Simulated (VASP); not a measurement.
Input of a VASP 6.6.1 run:

The input INCAR:

```
SYSTEM = SiO2
PREC = Accurate
ENCUT = 520
EDIFF = 1E-6
ISMEAR = -1
SIGMA = 0.02
LREAL = .FALSE.
LASPH = .TRUE.
NELM = 100
ALGO = Normal
ISIF = 2
LWAVE = .FALSE.
LCHARG = .FALSE.
GGA = PE
NBANDS = 15
```

KPOINTS

```
Automatic mesh
0
G
  10 10 10
  0 0 0
```

File POSCAR:

```
SiO2
1.0
    0.0169812684      2.2641691178      2.2641691178
    2.2641691178      0.0169812684      2.2641691178
    2.2811503861      2.2811503861     -0.0000000001
Si O
1 2
Direct
    0.0000000000      0.0000000000      0.0000000000
    0.2505516061      0.2505516061      0.2494483939
    0.7494483939      0.7494483939      0.7505516061
```

Potentials or basis: VASP PAW PBE potentials, release 64 (Si, O).

The run is started by

```sh
$ cat potpaw_PBE.64/Si/POTCAR potpaw_PBE.64/O/POTCAR > POTCAR
$ mpirun -np 1 vasp_std > vasp.out
```

Problem. What does it give for the largest force?

Solution. 0.013 eV/Å.

Problem. What does it give for the band gap on the k mesh?

Solution. 2.06 eV, direct.

Stress tensor (GPa, compression positive):
```
10.38  1.58  0.00
 1.58 10.38  0.00
 0.00  0.00 10.41
```

Caveat: the cell differs from its parent crystal (shear xy strain +1.5%). A k mesh can miss the band edges.
